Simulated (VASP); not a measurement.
# CdH2O2 (P-3m1) in VASP: a series of runs

CdH2O2 is run at these levels: PBEsol; tasks: single point.

All numbers are computed with VASP 6.6.1; they aren't measurements. Logs are shortened: lines on timing, memory, paths and dates and some standing lists are left out, and cuts for length are marked.

## 1. The cell of the first run

The structure is trigonal, space group P-3m1 (No. 164). Conventional cell: a = 3.516 Å, b = 3.516 Å, c = 4.643 Å, α = 90.00°, β = 90.00°, γ = 120.00°. Cd (site symmetry -3m) has 6 O at 2.32 Å and 6 H at 2.91 Å within 3.1 Å. H (site symmetry 3m) has 1 O at 0.97 Å within 1.3 Å. O (site symmetry 3m) has 1 H at 0.97 Å within 1.3 Å.

## 2. Single point, PBEsol

The input, INCAR:

```
PREC     = Accurate       # precision mode
ENCUT    = 520            # plane-wave cutoff, eV
EDIFF    = 1E-6           # SCF threshold, eV
ISMEAR   = 0              # smearing method
SIGMA    = 0.05           # smearing width, eV
LREAL    = F              # projectors in reciprocal space
LASPH    = T              # aspherical terms in the spheres
NELM     = 100            # most SCF steps
ALGO     = Normal         # electronic algorithm
ISIF     = 2              # what is computed and relaxed
LWAVE    = F              # write WAVECAR
LCHARG   = F              # write CHGCAR
GGA      = PS             # functional
NBANDS   = 21             # bands
```

The input, KPOINTS:

```
regular mesh
0
Gamma
  9 9 6
```

The input, POSCAR:

```
CdH2O2
1.0
    3.5155259648      0.0000000000      0.0000000000
   -1.7577629824      3.0445347931      0.0000000000
    0.0000000000      0.0000000000      4.6429792900
Cd H O
1 2 2
Direct
    0.0000000000      0.0000000000      0.0000000000
    0.6666666667      0.3333333333      0.5509607200
    0.3333333333      0.6666666667      0.4490392800
    0.6666666667      0.3333333333      0.7593720000
    0.3333333333      0.6666666667      0.2406280000
```

Potentials or basis: VASP PAW PBE potentials, release 64 (Cd, H, O).

The run is started by

```console
$ cat potpaw_PBE.64/Cd/POTCAR potpaw_PBE.64/H/POTCAR potpaw_PBE.64/O/POTCAR > POTCAR
$ mpirun -np 1 vasp_std > vasp.out
```

OUTCAR:

```text
PREC = Accurate
   ENCUT = 520
   EDIFF = 1E-6
   ISMEAR = 0
   LREAL = F
   LASPH = T
   NELM = 100
   ISIF = 2
   GGA = PS

 ion  position               nearest neighbor table
   1  0.000  0.000  0.000-   4 2.32   5 2.32   5 2.32   4 2.32   4 2.32   5 2.32
   2  0.667  0.333  0.551-   4 0.97
   3  0.333  0.667  0.449-   5 0.97
   4  0.667  0.333  0.759-   2 0.97   1 2.32   1 2.32   1 2.32
   5  0.333  0.667  0.241-   3 0.97   1 2.32   1 2.32   1 2.32

  LATTYP: Found a hexagonal cell.
 ALAT       =     3.5155259648
 C/A-ratio  =     1.3207068690

  Lattice vectors:

 A1 = (   3.5155259648,   0.0000000000,   0.0000000000)
 A2 = (  -1.7577629824,   3.0445347931,   0.0000000000)
 A3 = (   0.0000000000,   0.0000000000,   4.6429792900)

Analysis of symmetry for initial positions (statically):
=====================================================================
 Subroutine PRICEL returns:
 Original cell was already a primitive cell.

 Routine SETGRP: Setting up the symmetry group for a
 hexagonal supercell.

 Subroutine GETGRP returns: Found 12 space group operations
 (whereof 12 operations were pure point group operations)
 out of a pool of 24 trial point group operations.

The static configuration has the point symmetry D_3d.

Analysis of symmetry for dynamics (positions and initial velocities):
=====================================================================
 Subroutine PRICEL returns:
 Original cell was already a primitive cell.

 Routine SETGRP: Setting up the symmetry group for a
 hexagonal supercell.

 Subroutine GETGRP returns: Found 12 space group operations
 (whereof 12 operations were pure point group operations)
 out of a pool of 24 trial point group operations.

The dynamic configuration has the point symmetry D_3d.

 Subroutine INISYM returns: Found 12 space group operations
 (whereof 12 operations are pure point group operations),
 and found     1 'primitive' translations

----------------------------------------------------------------------------------------

                                     Primitive cell

  volume of cell :      49.6945

  direct lattice vectors                    reciprocal lattice vectors
     3.515525965  0.000000000  0.000000000     0.284452457  0.164228703  0.000000000
    -1.757762982  3.044534793  0.000000000     0.000000000  0.328457406  0.000000000
     0.000000000  0.000000000  4.642979290     0.000000000  0.000000000  0.215378949

  length of vectors
     3.515525965  3.515525965  4.642979290     0.328457406  0.328457406  0.215378949

  position of ions in fractional coordinates (direct lattice)
     0.000000000  0.000000000  0.000000000
     0.666666667  0.333333333  0.550960720
     0.333333333  0.666666667  0.449039280
     0.666666667  0.333333333  0.759372000
     0.333333333  0.666666667  0.240628000

  ion indices of the primitive-cell ions
   primitive index   ion index
                 1           1
                 2           2
                 3           3
                 4           4
                 5           5

----------------------------------------------------------------------------------------

 KPOINTS: regular mesh

Automatic generation of k-mesh.
 Grid dimensions read from file:
 generate k-points for:    9    9    6

 Generating k-lattice:

  Cartesian coordinates                     Fractional coordinates (reciprocal lattice)
     0.031605829  0.018247634  0.000000000     0.111111111  0.000000000  0.000000000
     0.000000000  0.036495267  0.000000000     0.000000000  0.111111111  0.000000000
     0.000000000  0.000000000  0.035896492     0.000000000  0.000000000  0.166666667

  Length of vectors
     0.036495267  0.036495267  0.035896492

  Shift w.r.t. Gamma in fractional coordinates (k-lattice)
     0.000000000  0.000000000  0.000000000

 Subroutine IBZKPT returns following result:
 ===========================================

 Found     62 irreducible k-points:

 Following reciprocal coordinates:
            Coordinates               Weight
  0.000000  0.000000  0.000000      1.000000
  0.111111  0.000000  0.000000      6.000000
  0.222222  0.000000  0.000000      6.000000
  0.333333  0.000000  0.000000      6.000000
  0.444444  0.000000  0.000000      6.000000
  0.111111  0.111111  0.000000      6.000000
[... 16 lines left out ...]
  0.222222  0.111111  0.166667     12.000000
 -0.111111  0.333333  0.166667     12.000000
 [... further k-points ...]
   k-points           NKPTS =     62   k-points in BZ     NKDIM =     62   number of bands    NBANDS=     21
   number of dos      NEDOS =    301   number of ions     NIONS =      5
   total plane-waves  NPLWV =  28224
   dimension x,y,z NGX =    28 NGY =   28 NGZ =   36
   dimension x,y,z NGXF=    56 NGYF=   56 NGZF=   72
   ions per type =               1   2   2
   NGX,Y,Z   is equivalent  to a cutoff of  13.24, 13.24, 12.89 a.u.
   NGXF,Y,Z  is equivalent  to a cutoff of  26.48, 26.48, 25.78 a.u.
 SYSTEM =  unknown system
   PREC   = accura    normal or accurate (medium, high low for compatibility)
   ISTART =      0    job   : 0-new  1-cont  2-samecut
   ICHARG =      2    charge: 1-file 2-atom 10-const
   ISPIN  =      1    spin polarized calculation?
   LNONCOLLINEAR =      F non collinear calculations
   LSORBIT =      F    spin-orbit coupling
   LASPH  =      T    aspherical Exc in radial PAW
   ENCUT  =  520.0 eV  38.22 Ry    6.18 a.u.   6.54  6.54  8.63*2*pi/ulx,y,z
   NELM   =    100;   NELMIN=  2; NELMDL= -5     # of ELM steps
   EDIFF  = 0.1E-05   stopping-criterion for ELM
   LREAL  =      F    real-space projection
   EDIFFG = 0.1E-04   stopping-criterion for IOM
   NSW    =      0    number of steps for IOM
   IBRION =     -1    ionic relax: 0-MD 1-quasi-New 2-CG
   NFREE  =      0    steps in history (QN), initial steepest desc. (CG)
   ISIF   =      2    stress and relaxation
   ISYM   =      2    0-nonsym 1-usesym 2-fastsym
   POTIM  = 0.5000    time-step for ionic-motion
   TEBEG  =    0.0;   TEEND  =   0.0 temperature during run
   PSTRESS=    0.0 pullay stress
   NELECT =      26.0000    total number of electrons
   NUPDOWN=      -1.0000    fix difference up-down
   EMIN   =  10.00;   EMAX   =-10.00  energy-range for DOS
   EFERMI =   0.00;   METHOD = LEGACY
   ISMEAR =     0;   SIGMA  =   0.05  broadening in eV -4-tet -1-fermi 0-gaus
   EFERMI_NEDOS =   21; number of points for ismear=-14 and -15
   IALGO  =     38    algorithm
   IMIX   =      4    mixing-type and parameters
     AMIX     =   0.40;   BMIX     =  1.00
     AMIX_MAG =   1.60;   BMIX_MAG =  1.00
  volume/ion in A,a.u.               =       9.94        67.07
  Fermi-wavevector in a.u.,A,eV,Ry     =   1.319157  2.492846 23.676535  1.740176
  Thomas-Fermi vector in A             =   2.449076
   LORBIT       =      0    0 simple, 1 ext, 2 COOP (PROOUT), +10 PAW based schemes
   GGA     = PS    functional components
   LHFCALC =     F    Hartree Fock is set to
   AEXX    =    0.0000 exact exchange contribution
   IVDW    =     0    specifies the selected vdW correction
   LEPSILON=     F    determine dielectric tensor
   LRPA    =     F    only Hartree local field effects (RPA)
 non-spin polarized calculation
 Gauss-broadening in eV      SIGMA  =   0.05
  energy-cutoff  :      520.00
  volume of cell :       49.69
 maximum number of plane-waves:      1385
 NGX is ok and might be reduce to    28
   NGX = 13   NGY = 13   NGZ = 17

 number of electron      25.9999986 magnetization

 Free energy of the ion-electron system (eV)
  ---------------------------------------------------
  ext. energy  EPLUGINS =         0.00000000
  ---------------------------------------------------
  free energy    TOTEN  =       -23.46963720 eV

  energy without entropy =      -23.46963720  energy(sigma->0) =      -23.46963720

 E-fermi :   0.1312     XC(G=0): -10.2203

 val. band max:       -0.1271427829   @ k =   0.4444   0.0000   0.0000
 cond. band min:       1.4851342107   @ k =   0.0000   0.0000   0.0000
 fundamental gap:      1.6122769935
 Fermi energy:         0.1311562642

 k-point     1 :       0.0000    0.0000    0.0000
  band No.  band energies     occupation
      1     -18.6285      2.00000
      2     -17.6018      2.00000
      3      -7.7474      2.00000
      4      -6.5107      2.00000
      5      -6.5107      2.00000
      6      -5.7599      2.00000
[... 13 lines left out ...]
     20      14.6146      0.00000
     21      17.0278      0.00000

 k-point     2 :       0.1111    0.0000    0.0000
  band No.  band energies     occupation
      1     -18.5801      2.00000
      2     -17.6209      2.00000
      3      -7.6319      2.00000
      4      -6.5295      2.00000
      5      -6.4578      2.00000
      6      -5.7979      2.00000
[... 13 lines left out ...]
     20      15.1602      0.00000
     21      16.5944      0.00000

 k-point     3 :       0.2222    0.0000    0.0000
  band No.  band energies     occupation
      1     -18.4497      2.00000
      2     -17.6766      2.00000
      3      -7.3313      2.00000
      4      -6.5522      2.00000
      5      -6.3377      2.00000
      6      -5.9194      2.00000
[... 13 lines left out ...]
     20      14.2026      0.00000
     21      15.5012      0.00000
[... 457 lines left out ...]
 k-point    23 :       0.2222    0.1111    0.1667
  band No.  band energies     occupation
      1     -18.2994      2.00000
      2     -17.7692      2.00000
      3      -6.9971      2.00000
      4      -6.7212      2.00000
      5      -6.2377      2.00000
      6      -5.9708      2.00000
[... 13 lines left out ...]
     20      13.0613      0.00000
     21      15.4028      0.00000

 k-point    24 :      -0.1111    0.3333    0.1667
  band No.  band energies     occupation
      1     -18.3124      2.00000
      2     -17.7529      2.00000
      3      -7.1838      2.00000
      4      -6.5792      2.00000
      5      -6.2598      2.00000
      6      -5.9944      2.00000
[... 13 lines left out ...]
     20      13.8694      0.00000
     21      15.2455      0.00000

 [... further k-points ...]
[... 5 lines left out ...]
  --------------------------------------------------------------------------------------
  -------------------------------------------------------------------------------------
  Total       -0.2760731     -0.2760731      0.7893542      0.0000000      0.0000000      0.0000000
  in kB       -8.9007508     -8.9007508     25.4492214      0.0000000      0.0000000      0.0000000
  external PRESSURE =       2.5492399 kB  Pullay stress =       0.0000000 kB

 VOLUME and BASIS-vectors are now :
 -----------------------------------------------------------------------------
  energy-cutoff  :      520.00
  volume of cell :       49.69
      direct lattice vectors                 reciprocal lattice vectors
     3.515525965  0.000000000  0.000000000     0.284452457  0.164228703  0.000000000
    -1.757762982  3.044534793  0.000000000     0.000000000  0.328457406  0.000000000
     0.000000000  0.000000000  4.642979290     0.000000000  0.000000000  0.215378949

 POSITION                                       TOTAL-FORCE (eV/Angst)
 -----------------------------------------------------------------------------------
      0.00000      0.00000      0.00000        -0.000000      0.000000     -0.000000
      1.75776      1.01484      2.55810         0.000000     -0.000000     -0.622672
     -0.00000      2.02969      2.08488        -0.000000     -0.000000      0.622672
      1.75776      1.01484      3.52575         0.000000     -0.000000      0.712580
     -0.00000      2.02969      1.11723        -0.000000      0.000000     -0.712580
 -----------------------------------------------------------------------------------
    total drift:                                0.000000     -0.000000      0.000000

  FREE ENERGIE OF THE ION-ELECTRON SYSTEM (eV)
  ---------------------------------------------------
  free  energy   TOTEN  =       -23.4696371967 eV

  energy  without entropy=      -23.4696371967  energy(sigma->0) =      -23.46963720
```

It took 54 s on 1 thread of Intel Xeon Platinum 8375C at 2.90GHz (Ice Lake), shared host; peak memory 0.21 GiB.

Results:

- Free energy: -23.4696 eV
- Pressure: 0.3 GPa
- Largest force: 0.713 eV/Å
- Band gap on the k mesh: 1.61 eV (least direct gap 1.95 eV)

Forces on the atoms (eV/Å):
```
Cd   0.000  0.000  0.000
H    0.000  0.000 -0.623
H    0.000  0.000  0.623
O    0.000  0.000  0.713
O    0.000  0.000 -0.713
```

Stress tensor (GPa, compression positive):
```
-0.89  0.00  0.00
 0.00 -0.89  0.00
 0.00  0.00  2.54
```

Caveat: the PAW data sets were made with another functional, which shifts forces and pressure a little; an odd mesh through Γ misses points on the zone boundary, where band edges can lie.

## 3. Single point, PBEsol

The input, INCAR:

```
PREC = Accurate
ENCUT = 520
EDIFF = 1E-7
ISMEAR = 0
SIGMA = 0.05
LREAL = False
LASPH = True
NELM = 100
ALGO = Normal
ISIF = 2
LWAVE = False
LCHARG = True
GGA = PS
LELF = True
LVHAR = True
NBANDS = 21
```

The input, KPOINTS:

```
Automatic mesh
0
Gamma
  12 12 8
```

POSCAR is that of step 2.

Potentials or basis: VASP PAW PBE potentials, release 64 (Cd, H, O).

The run is started by

```console
$ cat potpaw_PBE.64/Cd/POTCAR potpaw_PBE.64/H/POTCAR potpaw_PBE.64/O/POTCAR > POTCAR
$ mpirun -np 1 vasp_std > vasp.out
```

OUTCAR:

```text
PREC = Accurate
   ENCUT = 520
   EDIFF = 1E-7
   ISMEAR = 0
   LREAL = False
   LASPH = True
   NELM = 100
   ISIF = 2
   GGA = PS

 ion  position               nearest neighbor table
   1  0.000  0.000  0.000-   4 2.32   5 2.32   5 2.32   4 2.32   4 2.32   5 2.32
   2  0.667  0.333  0.551-   4 0.97
   3  0.333  0.667  0.449-   5 0.97
   4  0.667  0.333  0.759-   2 0.97   1 2.32   1 2.32   1 2.32
   5  0.333  0.667  0.241-   3 0.97   1 2.32   1 2.32   1 2.32

[... 773 lines left out ...]

 [... further k-points ...]
[... 5 lines left out ...]
  --------------------------------------------------------------------------------------
  -------------------------------------------------------------------------------------
  Total       -0.2747524     -0.2747524      0.7906428      0.0000000     -0.0000000      0.0000000
  in kB       -8.8581718     -8.8581718     25.4907679      0.0000000     -0.0000000      0.0000000
  external PRESSURE =       2.5914748 kB  Pullay stress =       0.0000000 kB

 VOLUME and BASIS-vectors are now :
 -----------------------------------------------------------------------------
  energy-cutoff  :      520.00
  volume of cell :       49.69
      direct lattice vectors                 reciprocal lattice vectors
     3.515525965  0.000000000  0.000000000     0.284452457  0.164228703  0.000000000
    -1.757762982  3.044534793  0.000000000     0.000000000  0.328457406  0.000000000
     0.000000000  0.000000000  4.642979290     0.000000000  0.000000000  0.215378949

 POSITION                                       TOTAL-FORCE (eV/Angst)
 -----------------------------------------------------------------------------------
      0.00000      0.00000      0.00000        -0.000000      0.000000      0.000000
      1.75776      1.01484      2.55810        -0.000000      0.000000     -0.622707
     -0.00000      2.02969      2.08488        -0.000000     -0.000000      0.622707
      1.75776      1.01484      3.52575        -0.000000     -0.000000      0.712703
     -0.00000      2.02969      1.11723         0.000000      0.000000     -0.712703
 -----------------------------------------------------------------------------------
    total drift:                                0.000000     -0.000000      0.000000

  FREE ENERGIE OF THE ION-ELECTRON SYSTEM (eV)
  ---------------------------------------------------
  free  energy   TOTEN  =       -23.4696698607 eV

  energy  without entropy=      -23.4696698607  energy(sigma->0) =      -23.46966986
```

OSZICAR:

```text
N       E                     dE             d eps       ncg     rms          rms(c)
DAV:   1     0.170298465436E+03    0.17030E+03   -0.14535E+04  5694   0.121E+03
DAV:   2    -0.174365379589E+02   -0.18774E+03   -0.17933E+03  6248   0.307E+02
DAV:   3    -0.266070466243E+02   -0.91705E+01   -0.91348E+01  6405   0.732E+01
DAV:   4    -0.266537126887E+02   -0.46666E-01   -0.46661E-01  5747   0.551E+00
DAV:   5    -0.266539025656E+02   -0.18988E-03   -0.18988E-03  6270   0.323E-01    0.125E+01
DAV:   6    -0.234497370393E+02    0.32042E+01   -0.84052E+00  6785   0.417E+01    0.869E+00
DAV:   7    -0.235103082421E+02   -0.60571E-01   -0.14086E+00  5667   0.967E+00    0.504E+00
DAV:   8    -0.234847072355E+02    0.25601E-01   -0.24883E-01  5897   0.377E+00    0.981E-01
DAV:   9    -0.234692360123E+02    0.15471E-01   -0.59184E-02  6136   0.206E+00    0.184E-01
DAV:  10    -0.234695883838E+02   -0.35237E-03   -0.81670E-03  5832   0.877E-01    0.108E-01
DAV:  11    -0.234696421455E+02   -0.53762E-04   -0.39948E-04  5822   0.260E-01    0.548E-02
DAV:  12    -0.234696641568E+02   -0.22011E-04   -0.14204E-04  5645   0.899E-02    0.248E-02
DAV:  13    -0.234696691598E+02   -0.50031E-05   -0.85792E-06  5847   0.257E-02    0.703E-03
DAV:  14    -0.234696698704E+02   -0.71057E-06   -0.14760E-06  5782   0.950E-03    0.272E-03
DAV:  15    -0.234696698607E+02    0.96952E-08   -0.11092E-07  5043   0.270E-03
   1 F= -.23469670E+02 E0= -.23469670E+02  d E =-.109052E-14
```

It took 1.9 min on 1 thread of Intel Xeon Platinum 8375C at 2.90GHz (Ice Lake), shared host; peak memory 0.27 GiB.

Results:

- Free energy: -23.4697 eV
- Pressure: 0.3 GPa
- Largest force: 0.713 eV/Å
- Band gap on the k mesh: 1.60 eV (least direct gap 1.95 eV)

Forces on the atoms (eV/Å):
```
Cd   0.000  0.000  0.000
H    0.000  0.000 -0.623
H    0.000  0.000  0.623
O    0.000  0.000  0.713
O    0.000  0.000 -0.713
```

Levels at points of the mesh, in eV from the valence-band top:
```
           k point  band 11  band 12  band 13  band 14  band 15  band 16
(0.00, 0.00, 0.00)    -1.05    -0.35    -0.35     1.60     6.11     9.98
(0.50, 0.00, 0.00)    -2.48    -2.22     0.00     6.38     6.47     8.78
(0.00, 0.00, 0.50)    -1.30    -0.07    -0.07     4.26     4.28    11.00
(0.50, 0.00, 0.50)    -2.05    -1.76    -0.49     5.95     6.93     9.02
```

Caveat: the PAW data sets were made with another functional, which shifts forces and pressure a little.
